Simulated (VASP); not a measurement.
# Be: single point with PBE

The system is Be.

```
CELL_PARAMETERS angstrom
2.16430 0.00000 0.00000
0.00000 2.16430 0.00000
0.00000 0.00000 2.16430
ATOMIC_POSITIONS crystal
Be 0.00000 0.00000 0.00000
```

```
Program                : VASP 6.6.1
Task                   : single point
Functional             : PBE
Potentials or basis    : VASP PAW PBE potentials, release 64 (Be)
Cutoff                 : 520 eV
k mesh                 : 15 × 15 × 15
Occupations            : fermi-dirac, width 0.136057 eV
Spin                   : no spin polarisation
Dipole correction      : no
Further INCAR settings : ALGO = Normal; EDIFF = 1e-07; NBANDS = 7
```

The pressure is 1.0 GPa. The band gap on the k mesh is zero (band 1 reaches 9.79 eV, above the bottom of band 2 at 3.37 eV).

Levels at points of the mesh, in eV from the Fermi level:
| k point | band 1 | band 2 | band 3 | band 4 | band 5 | band 6 |
| --- | --- | --- | --- | --- | --- | --- |
| (0.00, 0.00, 0.00) | -9.77 | 13.63 | 13.63 | 13.63 | 19.31 | 19.31 |

Wall time 3 s on 1 thread of Intel Xeon 6975P-C (shared host), peak memory 0.11 GiB.
